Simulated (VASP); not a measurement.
# Ga (Cmce) in VASP: notebook

The runs below take Ga through single point, with LDA.

Everything below comes from runs of VASP 6.6.1. Logs are shortened: lines on timing, memory, paths and dates and some standing lists are left out, and cuts for length are marked.

## (1) The cell of the first run

Symmetry: Cmce, No. 64, orthorhombic system. Conventional cell: a = 4.612 Å, b = 7.811 Å, c = 4.613 Å, α = 90.00°, β = 90.00°, γ = 90.00°. Within 3.3 Å of Ga (site symmetry m) lie 7 Ga at 2.53 to 2.84 Å.

## (2) Single point, LDA (volume scaled by 1.06)

File INCAR:

```
PREC = Accurate
ENCUT = 520
EDIFF = 1E-7
ISMEAR = -1
SIGMA = 0.05
LREAL = False
LASPH = True
NELM = 100
ALGO = Fast
ISIF = 2
LWAVE = False
LCHARG = False
GGA = CA
NBANDS = 34
```

File KPOINTS:

```
Automatic mesh
0
Gamma
  7 7 6
```

File POSCAR:

```
Ga
1.0
    2.3058543979     -3.9056269163      0.0000000000
    2.3058543979      3.9056269163      0.0000000000
    0.0000000000      0.0000000000      4.6127284086
Ga
4
Direct
    0.3451000000      0.6549000000      0.4190000000
    0.1549000000      0.8451000000      0.9190000000
    0.6549000000      0.3451000000      0.5810000000
    0.8451000000      0.1549000000      0.0810000000
```

Potentials or basis: VASP PAW LDA potentials, release 64 (Ga_d).

On the command line:

```sh
$ cat potpaw_LDA.64/Ga_d/POTCAR > POTCAR
$ mpirun -np 1 vasp_std > vasp.out
```

OUTCAR:

```text
PREC = Accurate
   ENCUT = 520
   EDIFF = 1E-7
   ISMEAR = -1
   LREAL = False
   LASPH = True
   NELM = 100
   ISIF = 2
   GGA = CA

 ion  position               nearest neighbor table
   1  0.345  0.655  0.419-   3 2.53   2 2.74   2 2.74   4 2.78   4 2.78   3 2.84   3 2.84
   2  0.155  0.845  0.919-   4 2.53   1 2.74   1 2.74   3 2.78   3 2.78   4 2.84   4 2.84
   3  0.655  0.345  0.581-   1 2.53   4 2.74   4 2.74   2 2.78   2 2.78   1 2.84   1 2.84
   4  0.845  0.155  0.081-   2 2.53   3 2.74   3 2.74   1 2.78   1 2.78   2 2.84   2 2.84

  LATTYP: Found a base centered orthorhombic cell.
 ALAT       =     4.6117087958
 B/A-ratio  =     1.6937873093
 C/A-ratio  =     1.0002210922

  Lattice vectors:

 A1 = (   2.3058543979,  -3.9056269163,   0.0000000000)
 A2 = (   2.3058543979,   3.9056269163,   0.0000000000)
 A3 = (   0.0000000000,   0.0000000000,   4.6127284086)

Analysis of symmetry for initial positions (statically):
=====================================================================
 Subroutine PRICEL returns:
 Original cell was already a primitive cell.

 Routine SETGRP: Setting up the symmetry group for a
 base centered orthorhombic supercell.

 Subroutine GETGRP returns: Found  8 space group operations
 (whereof  4 operations were pure point group operations)
 out of a pool of  8 trial point group operations.

The static configuration has the point symmetry C_2h.
 The point group associated with its full space group is D_2h.

Analysis of symmetry for dynamics (positions and initial velocities):
=====================================================================
 Subroutine PRICEL returns:
 Original cell was already a primitive cell.

 Routine SETGRP: Setting up the symmetry group for a
 base centered orthorhombic supercell.

 Subroutine GETGRP returns: Found  8 space group operations
 (whereof  4 operations were pure point group operations)
 out of a pool of  8 trial point group operations.

The dynamic configuration has the point symmetry C_2h.
 The point group associated with its full space group is D_2h.

 Subroutine INISYM returns: Found  8 space group operations
 (whereof  4 operations are pure point group operations),
 and found     1 'primitive' translations

----------------------------------------------------------------------------------------

                                     Primitive cell

  volume of cell :      83.0827

  direct lattice vectors                    reciprocal lattice vectors
     2.305854398 -3.905626916  0.000000000     0.216839364 -0.128020420  0.000000000
     2.305854398  3.905626916  0.000000000     0.216839364  0.128020420  0.000000000
     0.000000000  0.000000000  4.612728409     0.000000000  0.000000000  0.216791433

  length of vectors
     4.535513875  4.535513875  4.612728409     0.251810519  0.251810519  0.216791433

  position of ions in fractional coordinates (direct lattice)
     0.345100000  0.654900000  0.419000000
     0.154900000  0.845100000  0.919000000
     0.654900000  0.345100000  0.581000000
     0.845100000  0.154900000  0.081000000

  ion indices of the primitive-cell ions
   primitive index   ion index
                 1           1
                 2           2
                 3           3
                 4           4

----------------------------------------------------------------------------------------

 KPOINTS: Automatic mesh

Automatic generation of k-mesh.
 Grid dimensions read from file:
 generate k-points for:    7    7    6

 Generating k-lattice:

  Cartesian coordinates                     Fractional coordinates (reciprocal lattice)
     0.030977052 -0.018288631  0.000000000     0.142857143  0.000000000  0.000000000
     0.030977052  0.018288631  0.000000000     0.000000000  0.142857143  0.000000000
     0.000000000  0.000000000  0.036131905     0.000000000  0.000000000  0.166666667

  Length of vectors
     0.035972931  0.035972931  0.036131905

  Shift w.r.t. Gamma in fractional coordinates (k-lattice)
     0.000000000  0.000000000  0.000000000

 Subroutine IBZKPT returns following result:
 ===========================================

 Found     64 irreducible k-points:

 Following reciprocal coordinates:
            Coordinates               Weight
  0.000000  0.000000  0.000000      1.000000
  0.142857  0.000000  0.000000      4.000000
  0.285714 -0.000000  0.000000      4.000000
  0.428571 -0.000000  0.000000      4.000000
  0.142857  0.142857  0.000000      2.000000
  0.285714  0.142857  0.000000      4.000000
[... 16 lines left out ...]
  0.428571  0.142857  0.166667      8.000000
 -0.428571  0.142857  0.166667      8.000000
 [... further k-points ...]
   k-points           NKPTS =     64   k-points in BZ     NKDIM =     64   number of bands    NBANDS=     34
   number of dos      NEDOS =    301   number of ions     NIONS =      4
   total plane-waves  NPLWV =  46656
   dimension x,y,z NGX =    36 NGY =   36 NGZ =   36
   dimension x,y,z NGXF=    72 NGYF=   72 NGZF=   72
   ions per type =               4
   NGX,Y,Z   is equivalent  to a cutoff of  13.20, 13.20, 12.97 a.u.
   NGXF,Y,Z  is equivalent  to a cutoff of  26.39, 26.39, 25.95 a.u.
 SYSTEM =  unknown system
   PREC   = accura    normal or accurate (medium, high low for compatibility)
   ISTART =      0    job   : 0-new  1-cont  2-samecut
   ICHARG =      2    charge: 1-file 2-atom 10-const
   ISPIN  =      1    spin polarized calculation?
   LNONCOLLINEAR =      F non collinear calculations
   LSORBIT =      F    spin-orbit coupling
   LASPH  =      T    aspherical Exc in radial PAW
   ENCUT  =  520.0 eV  38.22 Ry    6.18 a.u.   8.43  8.43  8.58*2*pi/ulx,y,z
   NELM   =    100;   NELMIN=  2; NELMDL= -5     # of ELM steps
   EDIFF  = 0.1E-06   stopping-criterion for ELM
   LREAL  =      F    real-space projection
   EDIFFG = 0.1E-05   stopping-criterion for IOM
   NSW    =      0    number of steps for IOM
   IBRION =     -1    ionic relax: 0-MD 1-quasi-New 2-CG
   NFREE  =      0    steps in history (QN), initial steepest desc. (CG)
   ISIF   =      2    stress and relaxation
   ISYM   =      2    0-nonsym 1-usesym 2-fastsym
   POTIM  = 0.5000    time-step for ionic-motion
   TEBEG  =    0.0;   TEEND  =   0.0 temperature during run
   PSTRESS=    0.0 pullay stress
   NELECT =      52.0000    total number of electrons
   NUPDOWN=      -1.0000    fix difference up-down
   EMIN   =  10.00;   EMAX   =-10.00  energy-range for DOS
   EFERMI =   0.00;   METHOD = LEGACY
   ISMEAR =    -1;   SIGMA  =   0.05  broadening in eV -4-tet -1-fermi 0-gaus
   EFERMI_NEDOS =   21; number of points for ismear=-14 and -15
   IALGO  =     68    algorithm
   IMIX   =      4    mixing-type and parameters
     AMIX     =   0.40;   BMIX     =  1.00
     AMIX_MAG =   1.60;   BMIX_MAG =  1.00
  volume/ion in A,a.u.               =      20.77       140.17
  Fermi-wavevector in a.u.,A,eV,Ry     =   1.400358  2.646293 26.681063  1.961003
  Thomas-Fermi vector in A             =   2.523326
   LORBIT       =      0    0 simple, 1 ext, 2 COOP (PROOUT), +10 PAW based schemes
   GGA     = CA    functional components
   LHFCALC =     F    Hartree Fock is set to
   AEXX    =    0.0000 exact exchange contribution
   IVDW    =     0    specifies the selected vdW correction
   LEPSILON=     F    determine dielectric tensor
   LRPA    =     F    only Hartree local field effects (RPA)
 non-spin polarized calculation
 RMM-DIIS sequential band-by-band and
  energy-cutoff  :      520.00
  volume of cell :       83.08
 maximum number of plane-waves:      2270
 NGX is ok and might be reduce to    36
   NGX = 17   NGY = 17   NGZ = 17

 number of electron      51.9999995 magnetization

 Free energy of the ion-electron system (eV)
  ---------------------------------------------------
  ext. energy  EPLUGINS =         0.00000000
  ---------------------------------------------------
  free energy    TOTEN  =       -14.22156910 eV

  energy without entropy =      -14.21159308  energy(sigma->0) =      -14.21658109

 E-fermi :   4.3091     XC(G=0): -10.6842

 val. band max:        4.3050192922   @ k =   0.0000   0.0000   0.5000
 cond. band min:       4.3177092846   @ k =   0.2857   0.2857   0.0000
 fundamental gap:      0.0126899924
 Fermi energy:         4.3091167873

 k-point     1 :       0.0000    0.0000    0.0000
  band No.  band energies     occupation
      1     -10.8710      2.00000
      2     -10.8688      2.00000
      3     -10.8502      2.00000
      4     -10.8330      2.00000
      5     -10.8061      2.00000
      6     -10.7812      2.00000
[... 26 lines left out ...]
     33      10.7399      0.00000
     34      11.3367      0.00000

 k-point     2 :       0.1429    0.0000    0.0000
  band No.  band energies     occupation
      1     -10.8729      2.00000
      2     -10.8615      2.00000
      3     -10.8542      2.00000
      4     -10.8402      2.00000
      5     -10.7949      2.00000
      6     -10.7769      2.00000
[... 26 lines left out ...]
     33      10.6397      0.00000
     34      11.5381      0.00000

 k-point     3 :       0.2857   -0.0000    0.0000
  band No.  band energies     occupation
      1     -10.8703      2.00000
      2     -10.8625      2.00000
      3     -10.8564      2.00000
      4     -10.8388      2.00000
      5     -10.7931      2.00000
      6     -10.7757      2.00000
[... 26 lines left out ...]
     33      10.0130      0.00000
     34      11.2293      0.00000

 k-point     4 :       0.4286   -0.0000    0.0000
  band No.  band energies     occupation
      1     -10.8744      2.00000
      2     -10.8682      2.00000
      3     -10.8434      2.00000
      4     -10.8211      2.00000
      5     -10.8070      2.00000
      6     -10.8025      2.00000
[... 26 lines left out ...]
     33      10.4202      0.00000
     34      11.4894      0.00000

 k-point     5 :       0.1429    0.1429    0.0000
  band No.  band energies     occupation
      1     -10.8766      2.00000
      2     -10.8646      2.00000
      3     -10.8506      2.00000
      4     -10.8430      2.00000
      5     -10.7752      2.00000
      6     -10.7746      2.00000
[... 621 lines left out ...]
 k-point    22 :       0.2857    0.1429    0.1667
  band No.  band energies     occupation
      1     -10.9006      2.00000
      2     -10.8588      2.00000
      3     -10.8539      2.00000
      4     -10.8228      2.00000
      5     -10.8059      2.00000
      6     -10.7740      2.00000
[... 26 lines left out ...]
     33      10.6428      0.00000
     34      11.6519      0.00000

 k-point    23 :       0.4286    0.1429    0.1667
  band No.  band energies     occupation
      1     -10.9032      2.00000
      2     -10.8648      2.00000
      3     -10.8420      2.00000
      4     -10.8269      2.00000
      5     -10.8093      2.00000
      6     -10.7797      2.00000
[... 26 lines left out ...]
     33      11.7880      0.00000
     34      12.8025      0.00000

 k-point    24 :      -0.4286    0.1429    0.1667
  band No.  band energies     occupation
      1     -10.8950      2.00000
      2     -10.8729      2.00000
      3     -10.8403      2.00000
      4     -10.8239      2.00000
      5     -10.8127      2.00000
      6     -10.7812      2.00000
[... 26 lines left out ...]
     33      11.3108      0.00000
     34      11.9323      0.00000

 [... further k-points ...]
[... 5 lines left out ...]
  --------------------------------------------------------------------------------------
  -------------------------------------------------------------------------------------
  Total       -3.2926280     -2.7781989     -2.9745375      0.0000000      0.0000000      0.0000000
  in kB      -63.4954689    -53.5751503    -57.3613705      0.0000000      0.0000000      0.0000000
  external PRESSURE =     -58.1439965 kB  Pullay stress =       0.0000000 kB

 VOLUME and BASIS-vectors are now :
 -----------------------------------------------------------------------------
  energy-cutoff  :      520.00
  volume of cell :       83.08
      direct lattice vectors                 reciprocal lattice vectors
     2.305854398 -3.905626916  0.000000000     0.216839364 -0.128020420  0.000000000
     2.305854398  3.905626916  0.000000000     0.216839364  0.128020420  0.000000000
     0.000000000  0.000000000  4.612728409     0.000000000  0.000000000  0.216791433

 POSITION                                       TOTAL-FORCE (eV/Angst)
 -----------------------------------------------------------------------------------
      2.30585      1.20996      1.93273         0.000000      0.130510     -0.027393
      2.30585      2.69566      4.23910         0.000000     -0.130510     -0.027393
      2.30585     -1.20996      2.68000         0.000000     -0.130510      0.027393
      2.30585     -2.69566      0.37363         0.000000      0.130510      0.027393
 -----------------------------------------------------------------------------------
    total drift:                               -0.000000     -0.000000      0.000000

  FREE ENERGIE OF THE ION-ELECTRON SYSTEM (eV)
  ---------------------------------------------------
  free  energy   TOTEN  =       -14.2215690982 eV

  energy  without entropy=      -14.2115930842  energy(sigma->0) =      -14.21658109
```

Run time: 2.4 min. Hardware: 1 thread of Intel Xeon Platinum 8488C (Sapphire Rapids), shared host; peak memory 0.25 GiB.

Results:

```yaml
Free_energy: -14.2216 eV
Pressure: -5.8 GPa
Largest_force: 0.133 eV/Å
Band_gap_on_the_k_mesh: zero (band 26 reaches 4.64 eV, above the bottom of band 27 at 3.40 eV)
```

Forces in eV/Å, atoms in the order of the input:
```
Ga   0.000  0.131 -0.027
Ga   0.000 -0.131 -0.027
Ga   0.000 -0.131  0.027
Ga   0.000  0.131  0.027
```

Levels at points of the mesh, in eV from the Fermi level:
```
           k point  band 22  band 23  band 24  band 25  band 26  band 27  band 28  band 29  band 30  band 31
(0.00, 0.00, 0.00)    -4.34    -3.63    -2.01    -1.57    -0.72     0.75     0.91     1.05     4.65     5.12
(0.00, 0.00, 0.50)    -8.91    -0.58    -0.58     0.00     0.00     0.05     0.05     1.96     1.96     3.78
```

Caveat: the cell differs from its parent crystal (volume scaled by 1.06).

## (3) Single point, LDA

This run uses another cell than the first one, of 18.42 Å³/atom, 0.887 times its volume.

File INCAR:

```
SYSTEM = Ga
PREC     = Accurate       ! precision mode
ENCUT    = 520            ! plane-wave cutoff, eV
EDIFF    = 1E-6           ! SCF threshold, eV
ISMEAR   = -1             ! smearing method
SIGMA    = 0.05           ! smearing width, eV
LREAL    = .FALSE.        ! projectors in reciprocal space
LASPH    = .TRUE.         ! aspherical terms in the spheres
NELM     = 100            ! most SCF steps
ALGO     = Fast           ! electronic algorithm
ISIF     = 2              ! what is computed and relaxed
LWAVE    = .FALSE.        ! write WAVECAR
LCHARG   = .TRUE.         ! write CHGCAR
LELF     = .TRUE.         ! ELF
LVHAR    = .TRUE.       
NBANDS   = 34             ! bands
```

File KPOINTS:

```
regular mesh
0
G
  7 7 6
  0 0 0
```

File POSCAR:

```
Ga
1.0
    2.2153339849     -3.7523045894      0.0000000000
    2.2153339849      3.7523045894      0.0000000000
    0.0000000000      0.0000000000      4.4316475558
Ga
4
Direct
    0.3451000000      0.6549000000      0.4190000000
    0.1549000000      0.8451000000      0.9190000000
    0.6549000000      0.3451000000      0.5810000000
    0.8451000000      0.1549000000      0.0810000000
```

Potentials or basis: VASP PAW LDA potentials, release 64 (Ga_d).

On the command line:

```sh
$ cat potpaw_LDA.64/Ga_d/POTCAR > POTCAR
$ mpirun -np 1 vasp_std > vasp.out
```

It took 55 s on 1 thread of Intel Xeon 6975P-C (Granite Rapids), shared host; peak memory 0.23 GiB.

Results (log left out):

| Item | Value |
| --- | --- |
| Free energy | -14.4165 eV |
| Pressure | 0.0 GPa |
| Largest force | 0.149 eV/Å |
| Band gap on the k mesh | zero (band 26 reaches 5.76 eV, above the bottom of band 27 at 4.43 eV) |

Forces on the atoms (eV/Å):
```
Ga   0.000  0.131 -0.071
Ga   0.000 -0.131 -0.071
Ga   0.000 -0.131  0.071
Ga   0.000  0.131  0.071
```

Stress tensor (GPa, compression positive):
```
-1.23  0.00  0.00
 0.00  0.78  0.00
 0.00  0.00  0.32
```

Levels at points of the mesh, in eV from the Fermi level:
```csv
k point,band 22,band 23,band 24,band 25,band 26,band 27,band 28,band 29,band 30,band 31
"(0.00, 0.00, 0.00)",-4.37,-3.91,-1.87,-1.75,-0.91,0.85,0.96,0.97,5.24,5.52
"(0.00, 0.00, 0.50)",-9.61,-0.08,-0.08,-0.06,-0.06,-0.03,-0.03,2.11,2.11,3.87
```

## (4) Single point, LDA

This run uses another cell than the first one, of 18.81 Å³/atom, 0.906 times its volume.

File INCAR:

```
SYSTEM = Ga
ALGO     = Fast           ! electronic algorithm
EDIFF    = 1E-6           ! SCF threshold, eV
ENCUT    = 520            ! plane-wave cutoff, eV
ISIF     = 2              ! what is computed and relaxed
ISMEAR   = -1             ! smearing method
LASPH    = .True.         ! aspherical terms in the spheres
LCHARG   = .False.        ! write CHGCAR
LREAL    = .False.        ! projectors in reciprocal space
LWAVE    = .False.        ! write WAVECAR
NBANDS   = 34             ! bands
NELM     = 100            ! most SCF steps
PREC     = Accurate       ! precision mode
SIGMA    = 0.05           ! smearing width, eV
```

File KPOINTS:

```
k-points
0
Gamma
  7 7 6
  0 0 0
```

File POSCAR:

```
Ga
1.0
    2.2309354424     -3.7787301403      0.0000000000
    2.2309354424      3.7787301403      0.0000000000
    0.0000000000      0.0000000000      4.4628573697
Ga
4
Direct
    0.3451000000      0.6549000000      0.4190000000
    0.1549000000      0.8451000000      0.9190000000
    0.6549000000      0.3451000000      0.5810000000
    0.8451000000      0.1549000000      0.0810000000
```

On the command line:

```sh
$ cat potpaw_LDA.64/Ga_d/POTCAR > POTCAR
$ mpirun -np 1 vasp_std > vasp.out
```

Wall time 67 s (1 thread of Intel Xeon 6975P-C (Granite Rapids), shared host); peak memory 0.24 GiB.

The run converged. Its results:

```
Free energy            : -14.4096 eV
Pressure               : -1.4 GPa
Largest force          : 0.146 eV/Å
Band gap on the k mesh : zero (band 26 reaches 5.55 eV, above the bottom of band 27 at 4.24 eV)
```

Forces in eV/Å, atoms in the order of the input:
```
Ga   0.000  0.131 -0.064
Ga   0.000 -0.131 -0.064
Ga   0.000 -0.131  0.064
Ga   0.000  0.131  0.064
```

Stress tensor (GPa, compression positive):
```
-2.37  0.00  0.00
 0.00 -0.67  0.00
 0.00  0.00 -1.04
```

Levels at points of the mesh, in eV from the Fermi level:
```csv
k point,band 24,band 25,band 26,band 27,band 28,band 29
"(0.00, 0.00, 0.00)",-1.81,-1.80,-0.88,0.86,0.93,0.98
"(0.00, 0.00, 0.50)",-0.16,-0.04,-0.04,-0.04,-0.04,2.08
```

## (5) Overview

```csv
cell,further INCAR settings,gap on the mesh (eV),pressure (GPa),largest force (eV/Å)
"a = 4.536, b = 4.536, c = 4.613 Å, angles 90.0, 90.0, 118.9°, 4 atoms",ALGO = Fast; EDIFF = 1e-07; NBANDS = 34,none,-5.8,0.13
"a = 4.357, b = 4.357, c = 4.432 Å, angles 90.0, 90.0, 118.9°, 4 atoms",ALGO = Fast; EDIFF = 1e-06; NBANDS = 34,none,0.0,0.15
"a = 4.388, b = 4.388, c = 4.463 Å, angles 90.0, 90.0, 118.9°, 4 atoms",ALGO = Fast; EDIFF = 1e-06; NBANDS = 34,none,-1.4,0.15
```

Alike in all rows: task single point; level LDA; potentials or basis VASP PAW LDA potentials, release 64 (Ga_d); no spin polarisation; k mesh 7 × 7 × 6; cutoff (eV) 520; smearing fermi-dirac 0.05 eV.

Total energies depend on the potentials used, so only differences within one code and one set of settings carry meaning.
